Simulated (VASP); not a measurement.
Write the native input for VASP 6.6.1 that does the following.

```
Task                   : single point
Functional             : LDA
Potentials or basis    : VASP PAW LDA potentials, release 64 (Te)
Cutoff                 : 520 eV
k mesh                 : 5 × 5 × 3
Occupations            : fermi-dirac, width 0.05 eV
Spin                   : no spin polarisation
Dipole correction      : no
Further INCAR settings : ALGO = Normal; EDIFF = 1e-06; NBANDS = 16
```

The structure of Te lies in POSCAR:

```
Te
1.0
    4.2966332839      0.0000000000      0.0000000000
   -2.1483166420      3.7209935746      0.0000000000
    0.0000000000      0.0000000000      5.9041060600
Te
3
Direct
    0.2855404174      1.0000000000      0.3333333333
    1.0000000000      0.2855404174      0.6666666667
    0.7144595826      0.7144595826      1.0000000000
```

One way to write it, as run:

INCAR

```
SYSTEM = Te
PREC = Accurate ; ENCUT = 520
EDIFF = 1E-6 ; ISMEAR = -1
SIGMA = 0.05 ; LREAL = .False.
LASPH = .True. ; NELM = 100
ALGO = Normal ; ISIF = 2
LWAVE = .False. ; LCHARG = .False.
GGA = CA ; NBANDS = 16
```

KPOINTS

```
Automatic mesh
0
Gamma
  5 5 3
  0 0 0
```

Potentials or basis: VASP PAW LDA potentials, release 64 (Te).

Command:

```sh
$ cat potpaw_LDA.64/Te/POTCAR > POTCAR
$ mpirun -np 1 vasp_std > vasp.out
```

It gave:

```yaml
Pressure: 0.1 GPa
Largest_force: 0.023 eV/Å
Band_gap_on_the_k_mesh: 0.67 eV (least direct gap 0.92 eV)
```

Caveat: spin-orbit coupling is left out, which moves the levels of the heavy elements; an odd mesh through Γ misses points on the zone boundary, where band edges can lie.

Run time: 26 s on 1 thread of Intel Xeon 8259CL, with other jobs on the host, peak memory 0.18 GiB.
